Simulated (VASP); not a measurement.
Write the native input for VASP 6.6.1 that does the following.

```
Task                   : relaxation of cell and atoms
Functional             : PBE
Potentials or basis    : VASP PAW PBE potentials, release 64 (Si, W_sv)
Cutoff                 : 600 eV
k mesh                 : 10 × 10 × 10
Occupations            : gaussian, width 0.1 eV
Spin                   : no spin polarisation
Dipole correction      : no
Further INCAR settings : ALGO = Normal; EDIFF = 1e-06; IBRION = 2; EDIFFG = -0.01; NSW = 100; ISIF = 3
```

The structure of Si4W lies in POSCAR:

```
Si4W
1.0
   -2.8055392772      2.8055392772      2.8055392772
    2.8055392772     -2.8055392772      2.8055392772
    2.8055392772      2.8055392772     -2.8055392772
Si W
4 1
Direct
    0.5000000000      0.5000000000      0.5000000000
    0.0000000000      0.0000000000      0.5000000000
    0.0000000000      0.5000000000      0.0000000000
    0.5000000000      0.0000000000      0.0000000000
    0.0000000000      0.0000000000      0.0000000000
```

One way to write it, as run:

INCAR

```
PREC = Accurate
ENCUT = 600
EDIFF = 1E-6
ISMEAR = 0
SIGMA = 0.1
LREAL = F
LASPH = T
NELM = 100
ALGO = Normal
ISIF = 3
LWAVE = F
LCHARG = F
GGA = PE
IBRION = 2
NSW = 100
EDIFFG = -0.01
```

KPOINTS

```
regular mesh
0
Gamma
  10 10 10
```

Potentials or basis: VASP PAW PBE potentials, release 64 (Si, W_sv).

Run with:

```console
$ cat potpaw_PBE.64/Si/POTCAR potpaw_PBE.64/W_sv/POTCAR > POTCAR
$ mpirun -np 1 vasp_std > vasp.out
```

Results of the run:

| Property | Result |
| --- | --- |
| Relaxed volume | 17.93 Å³/atom |
| Relaxed cell | a = 4.883 Å, b = 4.883 Å, c = 4.883 Å, α = 109.47°, β = 109.47°, γ = 109.47° |
| Space group after relaxing (to 0.05 Å) | Im-3m (No. 229) |
| Energy gained by relaxing | 1.6 meV/atom |
| Ionic steps | 3 |
| Pressure after relaxing | 0.0 GPa |
| Band gap on the k mesh | zero (band 15 reaches 9.33 eV, above the bottom of band 16 at 5.57 eV) |

Caveat: spin-orbit coupling is left out, which moves the levels of the heavy elements.

Wall time 3.7 min on 1 thread of Intel(R) Xeon(R) Platinum 8488C (Sapphire Rapids), with other jobs on the host, peak memory 0.3 GiB.
